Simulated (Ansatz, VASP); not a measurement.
# Two plane-wave programs on Ta

```xyz
1
Lattice="-1.6277 1.6277 1.6277 1.6277 -1.6277 1.6277 1.6277 1.6277 -1.6277" Properties=species:S:1:pos:R:3 pbc="T T T"
Ta    0.0000    0.0000    0.0000
```

Alike in both runs: task single point; functional LDA; k mesh 7 × 7 × 7; occupations fermi-dirac, width 0.1 eV; no spin polarisation.

|  | VASP | Ansatz |
| --- | --- | --- |
| version | VASP 6.6.1 | Ansatz 0.2.0 |
| potentials or method | VASP PAW LDA potentials, release 64 (Ta_pv), cutoff 520 eV | plane waves (420 eV) with PAW, scalar-relativistic |
| valence electrons in the cell | 11 | 13 |

|  | VASP | Ansatz | Ansatz less VASP |
| --- | --- | --- | --- |
| pressure (GPa) | 1.9 | 0.9 | -0.91 |

Ansatz warns that its potentials were made for another functional, while VASP's fit it. LDA's correlation is that of Perdew and Zunger in VASP and of Perdew and Wang (1992) in Ansatz. VASP's potentials hold 11 valence electrons a cell and Ansatz's 13, so a difference there can come from the potentials and not from the codes.

The k mesh is coarse, so the values compare programs but aren't converged. Spin-orbit coupling is off throughout.
